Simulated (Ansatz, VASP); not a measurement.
## As: VASP beside Ansatz

```
As
1.0
     1.87975    1.08527    3.48577
    -1.87975    1.08527    3.48577
     0.00000   -2.17055    3.48577
As
2
Direct
  0.22754 0.22754 0.22754
  0.77246 0.77246 0.77246
```

Alike in both runs: task relaxation of cell and atoms; functional PBEsol; k mesh 14 × 14 × 14; occupations gaussian, width 0.05 eV; no spin polarisation.

|  | VASP | Ansatz |
| --- | --- | --- |
| version | VASP 6.6.1 | Ansatz 0.2.0 |
| potentials or method | VASP PAW PBE potentials, release 64 (As), cutoff 600 eV | scalar-relativistic, plane waves, PAW |
| valence electrons in the cell | 10 | 30 |

Ansatz gave:

- relaxed volume (Å³/atom): 20.85
- relaxed cell length with the largest relative difference (Å): 4.013

Problem. Estimate VASP's values.

Solution. Relaxed volume (Å³/atom): 20.91; relaxed cell length with the largest relative difference (Å): 4.013.

VASP's potentials were made for PBE, not for PBEsol. VASP's potentials hold 10 valence electrons a cell and Ansatz's 30, so a difference there can come from the potentials and not from the codes.
